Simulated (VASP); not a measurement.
**Bi2Se3: single point with PBE**

The system is Bi2Se3.

```
Bi Se
1.0
     2.09366    1.20877   10.43403
    -2.09366    1.20877   10.43403
     0.00000   -2.41755   10.43403
Bi Se
2 3
Direct
  0.40021 0.39436 0.39221
  0.59979 0.60564 0.60779
  0.00000 0.00000 0.00000
  0.23701 0.21675 0.20933
  0.76299 0.78325 0.79067
```

This cell differs from its parent crystal: atoms displaced along a vibrational mode.

- Program: VASP 6.6.1
- Task: single point
- Functional: PBE
- Potentials or basis: VASP PAW PBE potentials, release 64 (Bi_d, Se)
- Cutoff: 520 eV
- k mesh: 6 × 6 × 6
- Occupations: gaussian, width 0.05 eV
- Spin: no spin polarisation

| Item | Value |
| --- | --- |
| Pressure | 0.1 GPa |
| Largest force | 0.270 eV/Å |
| Band gap on the k mesh | 0.67 eV (least direct gap 0.71 eV) |

Forces on the atoms (eV/Å):
```
Bi  -0.137 -0.152 -0.030
Bi   0.137  0.152  0.030
Se   0.000  0.000  0.000
Se  -0.181 -0.198 -0.033
Se   0.181  0.198  0.033
```

Stress tensor (GPa, compression positive):
```
-0.28 -0.33  0.72
-0.33  0.41  0.78
 0.72  0.78  0.10
```

Levels at points of the mesh, in eV from the valence-band top:
```
           k point  band 21  band 22  band 23  band 24  band 25  band 26  band 27  band 28
(0.00, 0.00, 0.00)    -1.06    -0.75    -0.71    -0.04     0.67     1.82     2.11     2.48
(0.50, 0.00, 0.00)    -1.98    -1.34    -0.85    -0.44     1.37     2.63     2.97     3.30
(0.00, 0.50, 0.00)    -2.06    -1.23    -0.83    -0.46     1.38     2.61     3.17     3.37
(0.00, 0.00, 0.50)    -2.10    -1.19    -0.83    -0.47     1.41     2.58     3.24     3.43
(0.50, 0.50, 0.00)    -1.68    -1.12    -0.93    -0.72     1.75     2.58     2.81     3.35
(0.50, 0.00, 0.50)    -1.63    -1.11    -0.93    -0.75     1.68     2.51     2.86     3.33
(0.00, 0.50, 0.50)    -1.53    -1.05    -0.95    -0.85     1.57     2.37     2.84     3.33
(0.50, 0.50, 0.50)    -0.93    -0.77    -0.77    -0.29     0.81     1.89     2.19     2.44
```

It took 57 min on 1 thread of Intel(R) Xeon(R) Platinum 8259CL CPU @ 2.50GHz (Skylake/Cascade Lake) (shared host), peak memory 1.2 GiB.

Caveat: the cell differs from its parent crystal (atoms displaced along a vibrational mode); spin-orbit coupling is left out, which moves the levels of the heavy elements. A k mesh can miss the band edges.
